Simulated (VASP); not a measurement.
Sr, 2 atoms in the cell. It takes space group Fd-3m (No. 227, cubic). The conventional cell has a = 6.591 Å, b = 6.591 Å, c = 6.591 Å, α = 90.00°, β = 90.00°, γ = 90.00°. Sr (site symmetry -43m) has 4 Sr at 2.85 Å within 3.8 Å. This isn't the form of Sr at room conditions, which is fcc.

- Program: VASP 6.6.1
- Task: single point
- Functional: PBEsol
- Potentials or basis: VASP PAW PBE potentials, release 64 (Sr_sv)
- Cutoff: 520 eV
- k mesh: 4 × 4 × 4
- Occupations: methfessel-paxton, width 0.05 eV
- Spin: no spin polarisation
- Dipole correction: no
- Further INCAR settings: ALGO = Normal; EDIFF = 1e-07; NBANDS = 17

Potentials or basis: VASP PAW PBE potentials, release 64 (Sr_sv).

Command:

```bash
$ cat potpaw_PBE.64/Sr_sv/POTCAR > POTCAR
$ mpirun -np 1 vasp_std > vasp.out
```

Hardware: 1 thread of Intel(R) Xeon(R) Platinum 8488C (Sapphire Rapids), with other jobs on the host.

Question: Estimate the wall time of this run.

Answer: Run time: 16 s on 1 thread of Intel(R) Xeon(R) Platinum 8488C (Sapphire Rapids), on a shared host, peak memory 0.19 GiB. Counts: scf iterations 12, k points 8.
